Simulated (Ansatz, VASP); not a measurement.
# Two plane-wave programs on CdS

File POSCAR:

```
CdS
1.0
    0.0000000000      2.8918934811      2.9392148400
    2.8918934811      0.0000000000      2.9392148400
    2.8918934811      2.8918934811      0.0000000000
Cd S
1 1
Direct
    0.0000000000      0.0000000000      0.0000000000
    0.2500000000      0.2500000000      0.2500000000
```

INCAR.step1

```
SYSTEM = CdS
PREC = Accurate
ENCUT = 520
ISMEAR = 0
SIGMA = 0.01
LREAL = .False.
LASPH = .True.
NELM = 80
NBANDS = 16
GGA = PE
ALGO = Normal
EDIFF = 1E-4
LWAVE = .True.
LCHARG = .False.
```

Contents of INCAR.step2:

```
SYSTEM = CdS
PREC = Accurate
ENCUT = 520
EDIFF = 1E-6
ISMEAR = 0
SIGMA = 0.01
LREAL = .False.
LASPH = .True.
NELM = 80
ALGO = Normal
ISIF = 2
LWAVE = .False.
LCHARG = .False.
METAGGA = R2SCAN
LMIXTAU = .True.
NBANDS = 16
ISTART = 1
```

KPOINTS

```
regular mesh
0
Gamma
  8 8 8
  0 0 0
```

Input for Ansatz:

```yaml
crystal:
  lattice:
    - [0.0, 2.8918934811, 2.93921484]
    - [2.8918934811, 0.0, 2.93921484]
    - [2.8918934811, 2.8918934811, 0.0]
  atoms:
    - { symbol: Cd, position: [0.0, 0.0, 0.0] }
    - { symbol: S, position: [0.25, 0.25, 0.25] }
kpoints:
  mp_grid: { grid: [8, 8, 8] }
  band_path:
    path:
      - [0.0, 0.0, 0.0]
      - [-0.5, -0.5, 0.0]
      - [-0.375, -0.375, 0.25]
      - [-0.375, 0.0, 0.375]
      - [0.0, 0.0, 0.5]
      - [-0.5, -0.25, 0.25]
    npoints: 1
hamiltonian:
  xc: r2scan
scf:
  occupations: { method: fixed }
  n_extra_bands: 4
output:
  forces: true
  stress: true
  eigenvalues: true
```

Change from the starting cell: biaxial_xy strain -1.6%.

Alike in both runs: task single point; functional r2SCAN; k mesh 8 × 8 × 8; no spin polarisation.

```csv
,VASP,Ansatz
version,VASP 6.6.1,Ansatz 0.2.0
potentials or method,"VASP PAW PBE potentials, release 64 (Cd, S)","plane waves, PAW"
plane-wave cutoff (eV),520,500
occupations,"gaussian, width 0.01 eV",fixed
valence electrons in the cell,18,26
```

Ansatz gave:

```
gap on the k mesh at the Fermi level (eV)                     : 1.60
pressure (GPa)                                                : 2.1
traceless stress, the component that is largest in VASP (GPa) : -0.18
```

**Question.** What did VASP give for the same quantities?

**Answer.** gap on the k mesh at the Fermi level (eV): 1.60; pressure (GPa): 2.4; traceless stress, the component that is largest in VASP (GPa): -0.18.

VASP's potentials were made for PBE, not for r2SCAN. VASP's potentials hold 18 valence electrons a cell and Ansatz's 26, so a difference there can come from the potentials and not from the codes.
